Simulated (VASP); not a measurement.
**Li3Ge2: single point with PBE**

Li3Ge2:

```
CELL_PARAMETERS angstrom
3.25977 0.00000 0.00000
-1.62988 2.82304 0.00000
0.00000 0.00000 11.30930
ATOMIC_POSITIONS crystal
Li 0.00000 0.00000 0.00000
Li 0.33333 0.66667 0.21942
Li 0.66667 0.33333 0.78058
Ge 0.66667 0.33333 0.41489
Ge 0.33333 0.66667 0.58511
```

```yaml
Program: VASP 6.6.1
Task: single point
Functional: PBE
Potentials_or_basis: VASP PAW PBE potentials, release 64 (Li_sv, Ge_d)
Cutoff: 520 eV
k_mesh: 6 × 6 × 2
Occupations: gaussian, width 0.1 eV
Spin: no spin polarisation
```

```yaml
Largest_force: 0.268 eV/Å
```

Forces on the atoms (eV/Å):
```
Li   0.000  0.000  0.000
Li   0.000  0.000  0.198
Li   0.000  0.000 -0.198
Ge   0.000  0.000  0.268
Ge   0.000  0.000 -0.268
```

Levels at points of the mesh, in eV from the Fermi level:
| k point | band 16 | band 17 | band 18 | band 19 | band 20 | band 21 |
| --- | --- | --- | --- | --- | --- | --- |
| (0.00, 0.00, 0.00) | -3.83 | -2.29 | -1.45 | 2.75 | 3.97 | 4.17 |
| (0.50, 0.00, 0.00) | -3.96 | -2.90 | 0.09 | 0.33 | 0.92 | 1.11 |
| (0.00, 0.00, 0.50) | -3.70 | -2.81 | -0.67 | 1.50 | 4.17 | 4.17 |
| (0.50, 0.00, 0.50) | -3.96 | -2.89 | 0.12 | 0.37 | 0.90 | 1.11 |

Run time: 20 s on 1 thread of AMD EPYC 9R45 96-Core Processor (Zen 5), on a shared host, peak memory 0.18 GiB.

Caveat: the k points lie up to 0.37 Å⁻¹ apart.
